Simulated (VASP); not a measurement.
# CaF2 (Fm-3m) in VASP: a series of runs, part 2 of 2

VASP 6.6.1. Earlier steps stand in the parts before.

## Step 4: Relaxation of cell and atoms, r2SCAN, target pressure 15 GPa, at which the enthalpy is minimised

Contents of POSCAR:

```
CaF2
1.0
    0.0000000000      2.7194528021      2.7194528021
    2.7194528021      0.0000000000      2.7194528021
    2.7194528021      2.7194528021      0.0000000000
Ca F
1 2
Direct
    0.0000000000      0.0000000000      0.0000000000
    0.2500000000      0.2500000000      0.2500000000
    0.7500000000      0.7500000000      0.7500000000
```

Contents of INCAR.step1:

```
ALGO = Normal ; EDIFF = 1E-5
EDIFFG = -0.005 ; ENCUT = 660
GGA = PE ; GGA_COMPAT = False
IBRION = 2 ; ISIF = 3
ISMEAR = 0 ; LASPH = True
LCHARG = False ; LREAL = False
LWAVE = True ; NELM = 120
NELMIN = 4 ; NSW = 100
PREC = Accurate ; SIGMA = 0.01
```

Contents of INCAR.step2:

```
ALGO = Normal ; EDIFF = 1E-7
EDIFFG = -0.002 ; ENCUT = 660
GGA_COMPAT = False ; IBRION = 2
ISIF = 3 ; ISMEAR = 0
ISTART = 1 ; LASPH = True
LCHARG = False ; LMIXTAU = True
LREAL = False ; LWAVE = False
METAGGA = R2SCAN ; NELM = 120
NELMIN = 4 ; NSW = 100
PREC = Accurate ; PSTRESS = 150.0
SIGMA = 0.01
```

Contents of KPOINTS:

```
k-points
0
Gamma
  8 8 8
```

Potentials or basis: VASP PAW PBE potentials, release 64 (Ca_sv, F).

Command:

```
cat potpaw_PBE.64/Ca_sv/POTCAR potpaw_PBE.64/F/POTCAR > POTCAR
cp INCAR.step1 INCAR
mpirun -np 1 vasp_std > vasp.out
cp INCAR.step2 INCAR
mpirun -np 1 vasp_std > vasp.out
```

OUTCAR:

```text
EDIFF = 1E-7
   EDIFFG = -0.002
   ENCUT = 660
   IBRION = 2
   ISIF = 3
   ISMEAR = 0
   ISTART = 1
   LASPH = True
   LREAL = False
   METAGGA = R2SCAN
   NELM = 120
   NELMIN = 4
   NSW = 100
   PREC = Accurate
   PSTRESS = 150.0

 ion  position               nearest neighbor table
   1  0.000  0.000  0.000-   3 2.36   3 2.36   3 2.36   2 2.36   3 2.36   2 2.36   2 2.36   2 2.36

   2  0.250  0.250  0.250-   1 2.36   1 2.36   1 2.36   1 2.36
   3  0.750  0.750  0.750-   1 2.36   1 2.36   1 2.36   1 2.36

  LATTYP: Found a face centered cubic cell.
 ALAT       =     5.4389056042

  Lattice vectors:

 A1 = (   0.0000000000,   2.7194528021,   2.7194528021)
 A2 = (   2.7194528021,   0.0000000000,   2.7194528021)
 A3 = (   2.7194528021,   2.7194528021,   0.0000000000)

Analysis of symmetry for initial positions (statically):
=====================================================================
 Subroutine PRICEL returns:
 Original cell was already a primitive cell.

 Routine SETGRP: Setting up the symmetry group for a
 face centered cubic supercell.

 Subroutine GETGRP returns: Found 48 space group operations
 (whereof 48 operations were pure point group operations)
 out of a pool of 48 trial point group operations.

The static configuration has the point symmetry O_h .

Analysis of symmetry for dynamics (positions and initial velocities):
=====================================================================
 Subroutine PRICEL returns:
 Original cell was already a primitive cell.

 Routine SETGRP: Setting up the symmetry group for a
 face centered cubic supercell.

 Subroutine GETGRP returns: Found 48 space group operations
 (whereof 48 operations were pure point group operations)
 out of a pool of 48 trial point group operations.

The dynamic configuration has the point symmetry O_h .

 Subroutine INISYM returns: Found 48 space group operations
 (whereof 48 operations are pure point group operations),
 and found     1 'primitive' translations

----------------------------------------------------------------------------------------

                                     Primitive cell

  volume of cell :      40.2230

  direct lattice vectors                    reciprocal lattice vectors
     0.000000000  2.719452802  2.719452802    -0.183860518  0.183860518  0.183860518
     2.719452802  0.000000000  2.719452802     0.183860518 -0.183860518  0.183860518
     2.719452802  2.719452802  0.000000000     0.183860518  0.183860518 -0.183860518

  length of vectors
     3.845887035  3.845887035  3.845887035     0.318455758  0.318455758  0.318455758

  position of ions in fractional coordinates (direct lattice)
     0.000000000  0.000000000  0.000000000
     0.250000000  0.250000000  0.250000000
     0.750000000  0.750000000  0.750000000

  ion indices of the primitive-cell ions
   primitive index   ion index
                 1           1
                 2           2
                 3           3

----------------------------------------------------------------------------------------

 KPOINTS: k-points
[... 30 lines left out ...]
  0.125000  0.125000  0.000000      6.000000
[... 16 lines left out ...]
  0.500000  0.250000  0.125000     48.000000
 -0.375000  0.250000  0.125000     24.000000
 [... further k-points ...]
   k-points           NKPTS =     29   k-points in BZ     NKDIM =     29   number of bands    NBANDS=     16
   number of dos      NEDOS =    301   number of ions     NIONS =      3
   total plane-waves  NPLWV =  32768
   dimension x,y,z NGX =    32 NGY =   32 NGZ =   32
   dimension x,y,z NGXF=    64 NGYF=   64 NGZF=   64
   ions per type =               1   2
   NGX,Y,Z   is equivalent  to a cutoff of  13.83, 13.83, 13.83 a.u.
   NGXF,Y,Z  is equivalent  to a cutoff of  27.67, 27.67, 27.67 a.u.
 SYSTEM =  unknown system
   PREC   = accura    normal or accurate (medium, high low for compatibility)
   ISTART =      1    job   : 0-new  1-cont  2-samecut
   ICHARG =      0    charge: 1-file 2-atom 10-const
   ISPIN  =      1    spin polarized calculation?
   LNONCOLLINEAR =      F non collinear calculations
   LSORBIT =      F    spin-orbit coupling
   LASPH  =      T    aspherical Exc in radial PAW
   ENCUT  =  660.0 eV  48.51 Ry    6.96 a.u.   8.06  8.06  8.06*2*pi/ulx,y,z
   NELM   =    120;   NELMIN=  4; NELMDL=  0     # of ELM steps
   EDIFF  = 0.1E-06   stopping-criterion for ELM
   LREAL  =      F    real-space projection
   EDIFFG = -.2E-02   stopping-criterion for IOM
   NSW    =    100    number of steps for IOM
   IBRION =      2    ionic relax: 0-MD 1-quasi-New 2-CG
   NFREE  =      1    steps in history (QN), initial steepest desc. (CG)
   ISIF   =      3    stress and relaxation
   ISYM   =      2    0-nonsym 1-usesym 2-fastsym
   POTIM  = 0.5000    time-step for ionic-motion
   TEBEG  =    0.0;   TEEND  =   0.0 temperature during run
   PSTRESS=  150.0 pullay stress
   NELECT =      24.0000    total number of electrons
   NUPDOWN=      -1.0000    fix difference up-down
   EMIN   =  10.00;   EMAX   =-10.00  energy-range for DOS
   EFERMI =   0.00;   METHOD = LEGACY
   ISMEAR =     0;   SIGMA  =   0.01  broadening in eV -4-tet -1-fermi 0-gaus
   EFERMI_NEDOS =   21; number of points for ismear=-14 and -15
   IALGO  =     38    algorithm
   IMIX   =      4    mixing-type and parameters
     AMIX     =   0.40;   BMIX     =  1.00
     AMIX_MAG =   1.60;   BMIX_MAG =  1.00
  volume/ion in A,a.u.               =      13.41        90.48
  Fermi-wavevector in a.u.,A,eV,Ry     =   1.378226  2.604469 25.844354  1.899506
  Thomas-Fermi vector in A             =   2.503307
   LORBIT       =      0    0 simple, 1 ext, 2 COOP (PROOUT), +10 PAW based schemes
   METAGGA = R2SCAN    functional components
   LHFCALC =     F    Hartree Fock is set to
   AEXX    =    0.0000 exact exchange contribution
   IVDW    =     0    specifies the selected vdW correction
   LEPSILON=     F    determine dielectric tensor
   LRPA    =     F    only Hartree local field effects (RPA)
 conjugate gradient relaxation of ions
 non-spin polarized calculation
 Gauss-broadening in eV      SIGMA  =   0.01
  energy-cutoff  :      660.00
  volume of cell :       40.22
 maximum number of plane-waves:      1572
   NGX = 17   NGY = 17   NGZ = 17

--------------------------------------- Ionic step        1  -------------------------------------------

 number of electron      23.9999986 magnetization

 Free energy of the ion-electron system (eV)
  ---------------------------------------------------
  ext. energy  EPLUGINS =         0.00000000
  ---------------------------------------------------
  free energy    TOTEN  =       -25.95878827 eV

  energy without entropy =      -25.95878827  energy(sigma->0) =      -25.95878827

------------------------ aborting loop because EDIFF is reached ----------------------------------------

  FORCE on cell =-STRESS in cart. coord.  units (eV):
  Direction    XX          YY          ZZ          XY          YZ          ZX
  --------------------------------------------------------------------------------------
  -------------------------------------------------------------------------------------
  Total        0.1068148      0.1068148      0.1068148      0.0000000      0.0000000      0.0000000
  in kB        4.2546839      4.2546839      4.2546839      0.0000000      0.0000000      0.0000000
  external PRESSURE =    -145.7453161 kB  Pullay stress =     150.0000000 kB
[... 221 lines left out ...]
--------------------------------------- Ionic step        7  -------------------------------------------

 number of electron      24.0000009 magnetization

 Free energy of the ion-electron system (eV)
  ---------------------------------------------------
  ext. energy  EPLUGINS =         0.00000000
  ---------------------------------------------------
  free energy    TOTEN  =       -25.76308384 eV

  energy without entropy =      -25.76308384  energy(sigma->0) =      -25.76308384

 E-fermi :  -0.7260     XC(G=0): -10.9698

 val. band max:       -0.7926419736   @ k =   0.5000   0.5000   0.0000
 cond. band min:       7.9766562547   @ k =   0.0000   0.0000   0.0000
 fundamental gap:      8.7692982283
 Fermi energy:        -0.7259845058

 k-point     1 :       0.0000    0.0000    0.0000
  band No.  band energies     occupation
      1     -37.4213      2.00000
      2     -22.1906      2.00000
      3     -21.2376      2.00000
      4     -17.4737      2.00000
      5     -17.4737      2.00000
      6     -17.4737      2.00000
[... 433 lines left out ...]
      3     -21.9837      2.00000
      4     -17.5927      2.00000
      5     -17.3199      2.00000
      6     -17.0254      2.00000
[... 8 lines left out ...]
     15      10.8485      0.00000
     16      11.3070      0.00000

 [... further k-points ...]

------------------------ aborting loop because EDIFF is reached ----------------------------------------

  FORCE on cell =-STRESS in cart. coord.  units (eV):
  Direction    XX          YY          ZZ          XY          YZ          ZX
  --------------------------------------------------------------------------------------
  -------------------------------------------------------------------------------------
  Total        3.3459046      3.3459046      3.3459046      0.0000000     -0.0000000     -0.0000000
  in kB      150.1089117    150.1089117    150.1089117      0.0000000     -0.0000000     -0.0000000
  external PRESSURE =       0.1089117 kB  Pullay stress =     150.0000000 kB
[... 22 lines left out ...]
  energy  without entropy=      -25.7630838432  energy(sigma->0) =      -25.76308384

  enthalpy is  TOTEN    =       -22.4196068281 eV   P V=        3.3434770151

 reached required accuracy - stopping structural energy minimisation
```

Run time: 13 min. Hardware: 1 thread of Intel Xeon Platinum 8259CL at 2.50GHz (Skylake/Cascade Lake), shared host; peak memory 0.21 GiB.

What came out:

- Free energy: -25.7631 eV
- Relaxed volume: 11.90 Å³/atom
- Relaxed cell: a = 3.696 Å, b = 3.696 Å, c = 3.696 Å, α = 60.00°, β = 60.00°, γ = 60.00°
- Space group after relaxing (to 0.1 Å): Fm-3m (No. 225)
- Energy change on relaxing (the run minimises the enthalpy): +65.2 meV/atom
- Ionic steps: 7
- Pressure after relaxing: 15.0 GPa
- Band gap on the k mesh: 8.77 eV (least direct gap 9.05 eV)

Step by step:
```csv
step,energy change (eV),largest force (eV/Å),pressure (GPa),volume (Å³)
1,0.0000,0.0000,0.43,40.22
2,0.4719,0.0000,26.17,33.53
3,0.1944,0.0000,14.95,35.73
4,0.2025,0.0000,15.25,35.64
5,0.1941,0.0000,14.95,35.73
6,0.1948,0.0000,14.97,35.72
7,0.1957,0.0000,15.01,35.71
```

Final structure:
```
Ca F
1.0
     0.00000    2.61374    2.61374
     2.61374    0.00000    2.61374
     2.61374    2.61374    0.00000
Ca F
1 2
Direct
  0.00000 0.00000 0.00000
  0.25000 0.25000 0.25000
  0.75000 0.75000 0.75000
```

Caveat: the cell is relaxed towards a set pressure, so the run minimises the enthalpy, not the energy; the PAW data sets were made with another functional, which shifts forces and pressure a little.

## Step 5: Single point, r2SCAN

This run uses another cell than the first one, of 11.82 Å³/atom.

Contents of POSCAR:

```
CaF2
1.0
    0.0000000000      2.6076524926      2.6076524926
    2.6076524926      0.0000000000      2.6076524926
    2.6076524926      2.6076524926      0.0000000000
Ca F
1 2
Direct
    0.0000000000      0.0000000000      0.0000000000
    0.2500000000      0.2500000000      0.2500000000
    0.7500000000      0.7500000000      0.7500000000
```

Contents of INCAR.step1:

```
ALGO = Normal
EDIFF = 1E-5
ENCUT = 660
GGA = PE
GGA_COMPAT = False
ISMEAR = 0
LASPH = True
LCHARG = False
LREAL = False
LWAVE = True
NBANDS = 19
NELM = 120
PREC = Accurate
SIGMA = 0.01
```

Contents of INCAR.step2:

```
ALGO = Normal
EDIFF = 1E-6
ENCUT = 660
GGA_COMPAT = False
ISIF = 2
ISMEAR = 0
ISTART = 1
LASPH = True
LCHARG = False
LMIXTAU = True
LREAL = False
LWAVE = False
METAGGA = R2SCAN
NBANDS = 19
NELM = 120
PREC = Accurate
SIGMA = 0.01
```

KPOINTS is that of step 4.

Command:

```
cat potpaw_PBE.64/Ca_sv/POTCAR potpaw_PBE.64/F/POTCAR > POTCAR
cp INCAR.step1 INCAR
mpirun -np 1 vasp_std > vasp.out
cp INCAR.step2 INCAR
mpirun -np 1 vasp_std > vasp.out
```

Wall time 68 s (1 thread of Intel Xeon 6975P-C (Granite Rapids), shared host); peak memory 0.19 GiB.

The run converged. Its results:

| Quantity | Value |
| --- | --- |
| Free energy | -25.7238 eV |
| Pressure | 15.9 GPa |
| Band gap on the k mesh | 8.81 eV (least direct gap 9.09 eV) |

Levels at points of the mesh, in eV from the valence-band top:
```tsv
k point	band 10	band 11	band 12	band 13	band 14	band 15
(0.00, 0.00, 0.00)	-0.28	-0.28	-0.28	8.81	10.54	10.54
(0.50, 0.00, 0.00)	-1.41	-0.92	-0.92	10.81	10.81	11.61
(0.50, 0.50, 0.00)	-0.45	-0.45	0.00	9.14	11.28	11.70
```

Caveat: the cell stands under pressure; the PAW data sets were made with another functional, which shifts forces and pressure a little. A k mesh can miss the band edges.

## Step 6: Single point, r2SCAN

This run uses another cell than the first one, of 12.24 Å³/atom.

Contents of POSCAR:

```
CaF2
1.0
    0.0000000000      2.6383608474      2.6383608474
    2.6383608474      0.0000000000      2.6383608474
    2.6383608474      2.6383608474      0.0000000000
Ca F
1 2
Direct
    0.0000000000      0.0000000000      0.0000000000
    0.2500000000      0.2500000000      0.2500000000
    0.7500000000      0.7500000000      0.7500000000
```

Contents of INCAR.step1:

```
PREC = Accurate ; ENCUT = 660
ISMEAR = 0 ; SIGMA = 0.01
LREAL = F ; LASPH = T
NELM = 120 ; NBANDS = 19
GGA = PE ; ALGO = Normal
EDIFF = 1E-5 ; LWAVE = T
LCHARG = F ; GGA_COMPAT = F
```

Contents of INCAR.step2:

```
PREC = Accurate ; ENCUT = 660
EDIFF = 1E-6 ; ISMEAR = 0
SIGMA = 0.01 ; LREAL = F
LASPH = T ; NELM = 120
ALGO = Normal ; ISIF = 2
LWAVE = F ; LCHARG = F
METAGGA = R2SCAN ; LMIXTAU = T
NBANDS = 19 ; ISTART = 1
GGA_COMPAT = F
```

Contents of KPOINTS:

```
Automatic mesh
0
Gamma
  8 8 8
```

Potentials or basis: VASP PAW PBE potentials, release 64 (Ca_sv, F).

Command:

```
cat potpaw_PBE.64/Ca_sv/POTCAR potpaw_PBE.64/F/POTCAR > POTCAR
cp INCAR.step1 INCAR
mpirun -np 1 vasp_std > vasp.out
cp INCAR.step2 INCAR
mpirun -np 1 vasp_std > vasp.out
```

Wall time 70 s (1 thread of Intel Xeon 6975P-C (Granite Rapids), shared host); peak memory 0.19 GiB.

Results (log left out):

* Free energy: -25.8340 eV
* Pressure: 10.7 GPa
* Band gap on the k mesh: 8.59 eV (least direct gap 8.86 eV)

Levels at points of the mesh, in eV from the valence-band top:
```
           k point  band 8  band 9  band 10  band 11  band 12  band 13  band 14  band 15  band 16  band 17
(0.00, 0.00, 0.00)   -2.45   -2.45    -0.27    -0.27    -0.27     8.59    10.41    10.41    13.02    13.02
(0.50, 0.00, 0.00)   -1.77   -1.39    -1.37    -0.90    -0.90    10.66    10.66    11.36    11.77    12.65
(0.50, 0.50, 0.00)   -1.79   -1.79    -0.42    -0.42     0.00     9.04    11.06    11.50    12.51    12.51
```

Caveat: the cell stands under pressure; the PAW data sets were made with another functional, which shifts forces and pressure a little.

## Step 7: Overview

| task | cell | gap on the mesh (eV) | pressure (GPa) |
| --- | --- | --- | --- |
| relaxation of cell and atoms | relaxed to 7 GPa from a = 3.846 Å, angles 60.0°, 3 atoms | 8.40 | 7.0 |
| relaxation of cell and atoms | relaxed to 10 GPa from a = 3.846 Å, angles 60.0°, 3 atoms | 8.55 | 10.0 |
| relaxation of cell and atoms | relaxed to 15 GPa from a = 3.846 Å, angles 60.0°, 3 atoms | 8.77 | 15.0 |
| single point | a = 3.688 Å, angles 60.0°, 3 atoms | 8.81 | 15.9 |
| single point | a = 3.731 Å, angles 60.0°, 3 atoms | 8.59 | 10.7 |

Alike in all rows: level r2SCAN; potentials or basis VASP PAW PBE potentials, release 64 (Ca_sv, F); no spin polarisation; k mesh 8 × 8 × 8; cutoff (eV) 660; smearing gaussian 0.01 eV.

Caveats: the PAW data sets were made with another functional, which shifts forces and pressure a little; the cell is relaxed towards a set pressure, so the run minimises the enthalpy, not the energy (at least some runs); the cell stands under pressure (at least some runs).

Total energies depend on the potentials used, so only differences within one code and one set of settings carry meaning.
